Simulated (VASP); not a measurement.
Write the native input for VASP 6.6.1 that does the following.

```
Task                   : single point
Functional             : LDA
Potentials or basis    : VASP PAW LDA potentials, release 64 (Si, C)
Cutoff                 : 600 eV
k mesh                 : 10 × 10 × 10
Occupations            : gaussian, width 0.02 eV
Spin                   : no spin polarisation
Dipole correction      : no
Further INCAR settings : ALGO = Normal; EDIFF = 1e-06; NBANDS = 11
```

The structure of SiC lies in POSCAR:

```
SiC
1.0
    0.0000000000      2.1645334607      2.1645334607
    2.1645334607      0.0000000000      2.1645334607
    2.1645334607      2.1645334607      0.0000000000
Si C
1 1
Direct
    0.0000000000      0.0000000000      0.0000000000
    0.2500000000      0.2500000000      0.2500000000
```

These files were run (other wordings do the same):

INCAR

```
SYSTEM = SiC
PREC = Accurate
ENCUT = 600
EDIFF = 1E-6
ISMEAR = 0
SIGMA = 0.02
LREAL = .False.
LASPH = .True.
NELM = 120
ALGO = Normal
ISIF = 2
LWAVE = .False.
LCHARG = .True.
LELF = .True.
LVHAR = .True.
NBANDS = 11
GGA_COMPAT = .False.
```

KPOINTS

```
Automatic mesh
0
Gamma
  10 10 10
  0 0 0
```

Potentials or basis: VASP PAW LDA potentials, release 64 (Si, C).

Launch:

```bash
$ cat potpaw_LDA.64/Si/POTCAR potpaw_LDA.64/C/POTCAR > POTCAR
$ mpirun -np 1 vasp_std > vasp.out
```

Results of the run:

```
Pressure               : 0.2 GPa
Band gap on the k mesh : 1.29 eV (least direct gap 4.52 eV)
```

It took 7.2 s on 1 thread of Intel(R) Xeon(R) Platinum 8259CL CPU @ 2.50GHz (Skylake/Cascade Lake), on a shared host, peak memory 0.13 GiB.
